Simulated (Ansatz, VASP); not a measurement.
# One calculation of Hf, two programs

File INCAR:

```
PREC     = Accurate       # precision mode
ENCUT    = 500            # plane-wave cutoff, eV
EDIFF    = 1E-7           # SCF threshold, eV
ISMEAR   = 0              # smearing method
SIGMA    = 0.1            # smearing width, eV
LREAL    = False          # projectors in reciprocal space
LASPH    = True           # aspherical terms in the spheres
NELM     = 120            # most SCF steps
ALGO     = Normal         # electronic algorithm
ISIF     = 3              # what is computed and relaxed
LWAVE    = False          # write WAVECAR
LCHARG   = False          # write CHGCAR
GGA      = PE             # functional
IBRION   = 2              # ionic algorithm
NSW      = 80             # ionic steps
EDIFFG   = -0.05          # ionic threshold
GGA_COMPAT= False        
NELMIN   = 4
```

KPOINTS

```
regular mesh
0
Gamma
  6 6 4
```

POSCAR

```
Hf
1.0
    3.1275633157      0.0000000000      0.0000000000
   -1.5637816578      2.7085492833      0.0000000000
    0.0000000000      0.0000000000      4.9499268103
Hf
2
Direct
    0.3333333333      0.6666666667      0.2500000000
    0.6666666667      0.3333333333      0.7500000000
```

Input for Ansatz:

```yaml
crystal:
  lattice:
    - [3.1275633157, 0.0, 0.0]
    - [-1.5637816578, 2.7085492833, 0.0]
    - [0.0, 0.0, 4.9499268103]
  atoms:
    - { symbol: Hf, position: [0.3333333333, 0.6666666667, 0.25] }
    - { symbol: Hf, position: [0.6666666667, 0.3333333333, 0.75] }
basis:
  ecutwfc: 420
kpoints:
  mp_grid: { grid: [6, 6, 4] }
hamiltonian:
  xc: pbe
scf:
  occupations: { method: gaussian, width: 0.1 }
output:
  forces: true
  stress: true
  eigenvalues: true
relax:
  adjacent_minimum: "off"
  f_tol: 0.05
  max_steps: 60
  cell: { stress_tol: 0.5 }
```

Alike in both runs: task relaxation of cell and atoms; functional PBE; k mesh 6 × 6 × 4; occupations gaussian, width 0.1 eV; no spin polarisation.

```csv
,VASP,Ansatz
version,VASP 6.6.1,Ansatz 0.2.0
potentials or method,"VASP PAW PBE potentials, release 64 (Hf_pv), cutoff 500 eV","scalar-relativistic, plane waves, PAW"
valence electrons in the cell,20,52
```

|  | VASP | Ansatz | Ansatz less VASP |
| --- | --- | --- | --- |
| gap on the k mesh at the Fermi level, each at its own relaxed structure (eV) | none | none | - |
| relaxed volume (Å³/atom) | 22.52 | 22.58 | +0.065 |
| relaxed cell length with the largest relative difference (Å) | 5.075 | 5.100 | +0.0247 |

A gap of «none» marks a metal or a gap that the smearing closes. VASP's potentials hold 20 valence electrons a cell and Ansatz's 52, so a difference there can come from the potentials and not from the codes.

The k mesh is coarse, so the values compare programs but aren't converged. Spin-orbit coupling is off throughout.
